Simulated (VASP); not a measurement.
Runs of VASP 6.6.1 on Ca. The structure is that of space group P6_3/mmc (No. 194), or close to it. The cells are those of the table. 

```csv
cell,gap on the mesh (eV),pressure (GPa)
"a = 3.903, b = 3.903, c = 12.838 Å, angles 90.0, 90.0, 120.0°, 4 atoms",none,0.0
"a = 2.946, b = 2.946, c = 9.690 Å, angles 90.0, 90.0, 120.0°, 4 atoms",none,47.4
"a = 3.432, b = 3.432, c = 11.290 Å, angles 90.0, 90.0, 120.0°, 4 atoms",none,12.1
"a = 3.097, b = 3.097, c = 10.190 Å, angles 90.0, 90.0, 120.0°, 4 atoms",none,(a)
```

Alike in all rows: task single point; level PBE; potentials or basis VASP PAW PBE potentials, release 64 (Ca_sv); no spin polarisation; k mesh 7 × 7 × 4; cutoff (eV) 520; smearing fermi-dirac 0.1 eV.

Q: Fill in the values left out.

A: (a) 33.3.

A gap of «none» marks levels without a gap at the run's occupations.
